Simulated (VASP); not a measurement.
# Bi (P6_3/mmc) in VASP: a series of runs

Runs on Bi. Level: PBE. Tasks: single point, relaxation of cell and atoms.

Everything below comes from runs of VASP 6.6.1. Logs are shortened: lines on timing, memory, paths and dates and some standing lists are left out, and cuts for length are marked.

## (1) The cell of the first run

It takes space group P6_3/mmc (No. 194, hexagonal). Conventional cell: a = 3.546 Å, b = 3.546 Å, c = 5.825 Å, α = 90.00°, β = 90.00°, γ = 120.00°. Bi (site symmetry -6m2) has 12 Bi at 3.55 to 3.56 Å within 4.7 Å.

## (2) Single point, PBE

Input file INCAR:

```
SYSTEM = Bi
  PREC = Accurate
  ENCUT = 520
  EDIFF = 1E-6
  ISMEAR = 0
  SIGMA = 0.05
  LREAL = .FALSE.
  LASPH = .TRUE.
  NELM = 100
  ALGO = Normal
  ISIF = 2
  LWAVE = .FALSE.
  LCHARG = .FALSE.
  GGA = PE
  NBANDS = 22
```

Input file KPOINTS:

```
regular mesh
0
G
  14 14 8
  0 0 0
```

Input file POSCAR:

```
Bi
1.0
    3.5463542130      0.0000000000      0.0000000000
   -1.7731771065      3.0712328392      0.0000000000
    0.0000000000      0.0000000000      5.8253591467
Bi
2
Direct
    0.3333333333      0.6666666667      0.7500000000
    0.6666666667      0.3333333333      0.2500000000
```

Potentials or basis: VASP PAW PBE potentials, release 64 (Bi_d).

On the command line:

```sh
> cat potpaw_PBE.64/Bi_d/POTCAR > POTCAR
> mpirun -np 1 vasp_std > vasp.out
```

OUTCAR:

```text
SYSTEM = Bi
   PREC = Accurate
   ENCUT = 520
   EDIFF = 1E-6
   ISMEAR = 0
   LREAL = .FALSE.
   LASPH = .TRUE.
   NELM = 100
   ISIF = 2
   GGA = PE

 ion  position               nearest neighbor table
   1  0.333  0.667  0.750-   2 3.56   2 3.56   2 3.56   2 3.56   2 3.56   2 3.56
   2  0.667  0.333  0.250-   1 3.56   1 3.56   1 3.56   1 3.56   1 3.56   1 3.56

  LATTYP: Found a hexagonal cell.
 ALAT       =     3.5463542130
 C/A-ratio  =     1.6426331936

  Lattice vectors:

 A1 = (   3.5463542130,   0.0000000000,   0.0000000000)
 A2 = (  -1.7731771065,   3.0712328392,   0.0000000000)
 A3 = (   0.0000000000,   0.0000000000,   5.8253591467)

Analysis of symmetry for initial positions (statically):
=====================================================================
 Subroutine PRICEL returns:
 Original cell was already a primitive cell.

 Routine SETGRP: Setting up the symmetry group for a
 hexagonal supercell.

 Subroutine GETGRP returns: Found 24 space group operations
 (whereof 12 operations were pure point group operations)
 out of a pool of 24 trial point group operations.

The static configuration has the point symmetry D_3d.
 The point group associated with its full space group is D_6h.

Analysis of symmetry for dynamics (positions and initial velocities):
=====================================================================
 Subroutine PRICEL returns:
 Original cell was already a primitive cell.

 Routine SETGRP: Setting up the symmetry group for a
 hexagonal supercell.

 Subroutine GETGRP returns: Found 24 space group operations
 (whereof 12 operations were pure point group operations)
 out of a pool of 24 trial point group operations.

The dynamic configuration has the point symmetry D_3d.
 The point group associated with its full space group is D_6h.

 Subroutine INISYM returns: Found 24 space group operations
 (whereof 12 operations are pure point group operations),
 and found     1 'primitive' translations

----------------------------------------------------------------------------------------

                                     Primitive cell

  volume of cell :      63.4479

  direct lattice vectors                    reciprocal lattice vectors
     3.546354213  0.000000000  0.000000000     0.281979729  0.162801072  0.000000000
    -1.773177106  3.071232839  0.000000000     0.000000000  0.325602145  0.000000000
     0.000000000  0.000000000  5.825359147     0.000000000  0.000000000  0.171663236

  length of vectors
     3.546354213  3.546354213  5.825359147     0.325602145  0.325602145  0.171663236

  position of ions in fractional coordinates (direct lattice)
     0.333333333  0.666666667  0.750000000
     0.666666667  0.333333333  0.250000000

  ion indices of the primitive-cell ions
   primitive index   ion index
                 1           1
                 2           2

----------------------------------------------------------------------------------------

 KPOINTS: regular mesh

Automatic generation of k-mesh.
 Grid dimensions read from file:
 generate k-points for:   14   14    8

 Generating k-lattice:

  Cartesian coordinates                     Fractional coordinates (reciprocal lattice)
     0.020141409  0.011628648  0.000000000     0.071428571  0.000000000  0.000000000
     0.000000000  0.023257296  0.000000000     0.000000000  0.071428571  0.000000000
     0.000000000  0.000000000  0.021457904     0.000000000  0.000000000  0.125000000

  Length of vectors
     0.023257296  0.023257296  0.021457904

  Shift w.r.t. Gamma in fractional coordinates (k-lattice)
     0.000000000  0.000000000  0.000000000

 Subroutine IBZKPT returns following result:
 ===========================================

 Found    120 irreducible k-points:

 Following reciprocal coordinates:
            Coordinates               Weight
  0.000000  0.000000  0.000000      1.000000
  0.071429  0.000000  0.000000      6.000000
  0.142857  0.000000  0.000000      6.000000
  0.214286  0.000000  0.000000      6.000000
  0.285714  0.000000  0.000000      6.000000
  0.357143 -0.000000  0.000000      6.000000
[... 16 lines left out ...]
  0.285714  0.285714  0.000000      6.000000
  0.357143  0.285714  0.000000      6.000000
 [... further k-points ...]
   k-points           NKPTS =    120   k-points in BZ     NKDIM =    120   number of bands    NBANDS=     22
   number of dos      NEDOS =    301   number of ions     NIONS =      2
   total plane-waves  NPLWV =  37632
   dimension x,y,z NGX =    28 NGY =   28 NGZ =   48
   dimension x,y,z NGXF=    56 NGYF=   56 NGZF=   96
   ions per type =               2
   NGX,Y,Z   is equivalent  to a cutoff of  13.13, 13.13, 13.70 a.u.
   NGXF,Y,Z  is equivalent  to a cutoff of  26.25, 26.25, 27.40 a.u.
 SYSTEM =  Bi
   PREC   = accura    normal or accurate (medium, high low for compatibility)
   ISTART =      0    job   : 0-new  1-cont  2-samecut
   ICHARG =      2    charge: 1-file 2-atom 10-const
   ISPIN  =      1    spin polarized calculation?
   LNONCOLLINEAR =      F non collinear calculations
   LSORBIT =      F    spin-orbit coupling
   LASPH  =      T    aspherical Exc in radial PAW
   ENCUT  =  520.0 eV  38.22 Ry    6.18 a.u.   6.59  6.59 10.83*2*pi/ulx,y,z
   NELM   =    100;   NELMIN=  2; NELMDL= -5     # of ELM steps
   EDIFF  = 0.1E-05   stopping-criterion for ELM
   LREAL  =      F    real-space projection
   EDIFFG = 0.1E-04   stopping-criterion for IOM
   NSW    =      0    number of steps for IOM
   IBRION =     -1    ionic relax: 0-MD 1-quasi-New 2-CG
   NFREE  =      0    steps in history (QN), initial steepest desc. (CG)
   ISIF   =      2    stress and relaxation
   ISYM   =      2    0-nonsym 1-usesym 2-fastsym
   POTIM  = 0.5000    time-step for ionic-motion
   TEBEG  =    0.0;   TEEND  =   0.0 temperature during run
   PSTRESS=    0.0 pullay stress
   NELECT =      30.0000    total number of electrons
   NUPDOWN=      -1.0000    fix difference up-down
   EMIN   =  10.00;   EMAX   =-10.00  energy-range for DOS
   EFERMI =   0.00;   METHOD = LEGACY
   ISMEAR =     0;   SIGMA  =   0.05  broadening in eV -4-tet -1-fermi 0-gaus
   EFERMI_NEDOS =   21; number of points for ismear=-14 and -15
   IALGO  =     38    algorithm
   IMIX   =      4    mixing-type and parameters
     AMIX     =   0.40;   BMIX     =  1.00
     AMIX_MAG =   1.60;   BMIX_MAG =  1.00
  volume/ion in A,a.u.               =      31.72       214.08
  Fermi-wavevector in a.u.,A,eV,Ry     =   1.275389  2.410136 22.131476  1.626618
  Thomas-Fermi vector in A             =   2.408104
   LORBIT       =      0    0 simple, 1 ext, 2 COOP (PROOUT), +10 PAW based schemes
   GGA     = PE    functional components
   LHFCALC =     F    Hartree Fock is set to
   AEXX    =    0.0000 exact exchange contribution
   IVDW    =     0    specifies the selected vdW correction
   LEPSILON=     F    determine dielectric tensor
   LRPA    =     F    only Hartree local field effects (RPA)
 non-spin polarized calculation
 Gauss-broadening in eV      SIGMA  =   0.05
  energy-cutoff  :      520.00
  volume of cell :       63.45
 maximum number of plane-waves:      1737
 NGX is ok and might be reduce to    28
   NGX = 13   NGY = 13   NGZ = 21

 number of electron      30.0000003 magnetization

 Free energy of the ion-electron system (eV)
  ---------------------------------------------------
  ext. energy  EPLUGINS =         0.00000000
  ---------------------------------------------------
  free energy    TOTEN  =        -7.49247436 eV

  energy without entropy =       -7.49076789  energy(sigma->0) =       -7.49162113

 E-fermi :   7.7690     XC(G=0): -10.2027

 val. band max:        7.7679664246   @ k =   0.2143   0.0714   0.0000
 cond. band min:       7.8016840701   @ k =   0.3571   0.2143   0.1250
 fundamental gap:      0.0337176455
 Fermi energy:         7.7690280405

 k-point     1 :       0.0000    0.0000    0.0000
  band No.  band energies     occupation
      1     -15.3248      2.00000
      2     -15.3150      2.00000
      3     -15.3046      2.00000
      4     -15.3046      2.00000
      5     -15.2967      2.00000
      6     -15.2967      2.00000
[... 14 lines left out ...]
     21      17.2775      0.00000
     22      18.1585      0.00000

 k-point     2 :       0.0714    0.0000    0.0000
  band No.  band energies     occupation
      1     -15.3245      2.00000
      2     -15.3147      2.00000
      3     -15.3018      2.00000
      4     -15.2985      2.00000
      5     -15.2940      2.00000
      6     -15.2907      2.00000
[... 14 lines left out ...]
     21      17.1288      0.00000
     22      17.7842      0.00000

 k-point     3 :       0.1429    0.0000    0.0000
  band No.  band energies     occupation
      1     -15.3308      2.00000
      2     -15.3086      2.00000
      3     -15.2988      2.00000
      4     -15.2861      2.00000
      5     -15.2842      2.00000
      6     -15.2816      2.00000
[... 14 lines left out ...]
     21      16.8378      0.00000
     22      17.3176      0.00000

 k-point     4 :       0.2143    0.0000    0.0000
  band No.  band energies     occupation
      1     -15.3428      2.00000
      2     -15.3011      2.00000
      3     -15.2965      2.00000
      4     -15.2939      2.00000
      5     -15.2916      2.00000
      6     -15.2575      2.00000
[... 14 lines left out ...]
     21      16.7036      0.00000
     22      17.5258      0.00000

 k-point     5 :       0.2857    0.0000    0.0000
  band No.  band energies     occupation
      1     -15.3557      2.00000
      2     -15.3087      2.00000
      3     -15.3045      2.00000
      4     -15.2993      2.00000
      5     -15.2773      2.00000
      6     -15.2342      2.00000
[... 417 lines left out ...]
 k-point    22 :       0.3571    0.2143    0.0000
  band No.  band energies     occupation
      1     -15.3462      2.00000
      2     -15.3222      2.00000
      3     -15.2931      2.00000
      4     -15.2734      2.00000
      5     -15.2626      2.00000
      6     -15.2515      2.00000
[... 14 lines left out ...]
     21      19.2654      0.00000
     22      19.7606      0.00000

 k-point    23 :       0.2857    0.2857    0.0000
  band No.  band energies     occupation
      1     -15.3480      2.00000
      2     -15.2923      2.00000
      3     -15.2892      2.00000
      4     -15.2891      2.00000
      5     -15.2648      2.00000
      6     -15.2374      2.00000
[... 14 lines left out ...]
     21      18.6800      0.00000
     22      19.3441      0.00000

 k-point    24 :       0.3571    0.2857    0.0000
  band No.  band energies     occupation
      1     -15.3508      2.00000
      2     -15.2916      2.00000
      3     -15.2834      2.00000
      4     -15.2712      2.00000
      5     -15.2708      2.00000
      6     -15.2432      2.00000
[... 14 lines left out ...]
     21      19.9722      0.00000
     22      20.5580      0.00000

 [... further k-points ...]

------------------------ aborting loop because EDIFF is reached ----------------------------------------

  FORCE on cell =-STRESS in cart. coord.  units (eV):
  Direction    XX          YY          ZZ          XY          YZ          ZX
  --------------------------------------------------------------------------------------
  -------------------------------------------------------------------------------------
  Total       -0.0313392     -0.0313392     -0.0276948      0.0000000      0.0000000      0.0000000
  in kB       -0.7913725     -0.7913725     -0.6993449      0.0000000      0.0000000      0.0000000
  external PRESSURE =      -0.7606966 kB  Pullay stress =       0.0000000 kB

 VOLUME and BASIS-vectors are now :
 -----------------------------------------------------------------------------
  energy-cutoff  :      520.00
  volume of cell :       63.45
      direct lattice vectors                 reciprocal lattice vectors
     3.546354213  0.000000000  0.000000000     0.281979729  0.162801072  0.000000000
    -1.773177106  3.071232839  0.000000000     0.000000000  0.325602145  0.000000000
     0.000000000  0.000000000  5.825359147     0.000000000  0.000000000  0.171663236

 POSITION                                       TOTAL-FORCE (eV/Angst)
 -----------------------------------------------------------------------------------
     -0.00000      2.04749      4.36902         0.000000     -0.000000      0.000000
      1.77318      1.02374      1.45634        -0.000000      0.000000      0.000000
 -----------------------------------------------------------------------------------
    total drift:                               -0.000000      0.000000      0.000000

  FREE ENERGIE OF THE ION-ELECTRON SYSTEM (eV)
  ---------------------------------------------------
  free  energy   TOTEN  =        -7.4924743606 eV

  energy  without entropy=       -7.4907678928  energy(sigma->0) =       -7.49162113
```

Wall time 71 s (1 thread of Intel Xeon Platinum 8488C (Sapphire Rapids), shared host); peak memory 0.27 GiB.

What came out:

```
Free energy            : -7.4925 eV
Pressure               : -0.1 GPa
Band gap on the k mesh : zero (band 15 reaches 11.79 eV, above the bottom of band 16 at 5.24 eV)
```

Levels at points of the mesh, in eV from the Fermi level:
```csv
k point,band 13,band 14,band 15,band 16,band 17,band 18
"(0.00, 0.00, 0.00)",-5.19,3.32,3.32,4.80,4.80,4.81
"(0.50, 0.00, 0.00)",-4.37,-2.98,-1.92,0.21,0.40,3.28
"(0.00, 0.00, 0.50)",-1.16,-1.16,4.02,4.02,4.02,4.02
"(0.50, 0.00, 0.50)",-4.75,-4.75,1.43,1.43,1.54,1.54
```

Caveat: spin-orbit coupling is left out, which moves the levels of the heavy elements.

## (3) Relaxation of cell and atoms, PBE

Input file INCAR:

```
SYSTEM = Bi
  ALGO = Normal
  EDIFF = 1E-6
  EDIFFG = -0.01
  ENCUT = 600
  GGA = PE
  IBRION = 2
  ISIF = 3
  ISMEAR = 0
  LASPH = .True.
  LCHARG = .False.
  LREAL = .False.
  LWAVE = .False.
  NELM = 100
  NSW = 50
  PREC = Accurate
  SIGMA = 0.05
```

Input file KPOINTS:

```
k-points
0
Gamma
  14 14 8
  0 0 0
```

POSCAR is that of step 2.

Potentials or basis: VASP PAW PBE potentials, release 64 (Bi_d).

On the command line:

```sh
> cat potpaw_PBE.64/Bi_d/POTCAR > POTCAR
> mpirun -np 1 vasp_std > vasp.out
```

Run time: 68 s. Hardware: 1 thread of Intel Xeon Platinum 8488C (Sapphire Rapids), shared host; peak memory 0.28 GiB.

The run converged. Its results:

```
Free energy             : -7.4926 eV
Pressure after relaxing : 0.0 GPa
Band gap on the k mesh  : zero (band 15 reaches 11.79 eV, above the bottom of band 16 at 5.24 eV)
```

Final structure:
```xyz
2
Lattice="3.5464 0.0000 0.0000 -1.7732 3.0712 0.0000 0.0000 0.0000 5.8254" Properties=species:S:1:pos:R:3 pbc="T T T"
Bi    0.0000    2.0475    4.3690
Bi    1.7732    1.0237    1.4563
```

Levels at points of the mesh, in eV from the Fermi level:
```tsv
k point	band 11	band 12	band 13	band 14	band 15	band 16	band 17	band 18	band 19
(0.00, 0.00, 0.00)	-13.48	-10.76	-5.19	3.32	3.32	4.80	4.80	4.81	6.94
(0.50, 0.00, 0.00)	-10.79	-9.80	-4.37	-2.98	-1.92	0.21	0.40	3.28	4.81
(0.00, 0.00, 0.50)	-12.47	-12.47	-1.16	-1.16	4.02	4.02	4.02	4.02	7.86
(0.50, 0.00, 0.50)	-10.24	-10.24	-4.75	-4.75	1.43	1.43	1.54	1.54	5.54
```

Caveat: the relaxation stopped at its first step, so nothing moved; spin-orbit coupling is left out, which moves the levels of the heavy elements.
